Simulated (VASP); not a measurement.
Input of a VASP 6.6.1 run:

The input INCAR:

```
SYSTEM = Cr
  ALGO = Normal
  EDIFF = 1E-6
  ENCUT = 520
  GGA = PE
  ISIF = 2
  ISMEAR = -1
  ISPIN = 2
  LASPH = .TRUE.
  LCHARG = .TRUE.
  LELF = .TRUE.
  LMAXMIX = 4
  LORBIT = 11
  LREAL = .FALSE.
  LVHAR = .TRUE.
  LWAVE = .FALSE.
  MAGMOM = 1.5
  NBANDS = 16
  NELM = 150
  NUPDOWN = 1.5
  PREC = Accurate
  SIGMA = 0.05
```

The input KPOINTS:

```
k-points
0
G
  10 10 10
  0 0 0
```

Contents of POSCAR:

```
Cr
1.0
   -0.0174283700      1.8156326700      1.8106573700
    1.8310089900     -0.0170405700      1.8102695700
    1.8558983200      1.8401342100     -0.0419299100
Cr
1
Direct
    0.0000000000      0.0000000000      0.0000000000
```

Potentials or basis: VASP PAW PBE potentials, release 64 (Cr_pv).

Command:

```console
$ cat potpaw_PBE.64/Cr_pv/POTCAR > POTCAR
$ mpirun -np 1 vasp_std > vasp.out
```

**Question.** Predict the pressure.

**Answer.** 0.0 GPa.

Stress tensor (GPa, compression positive):
```
-0.34 -0.35  2.97
-0.35  0.05  2.98
 2.97  2.98  0.27
```

Caveat: the total moment is fixed, so each spin has its own Fermi level.
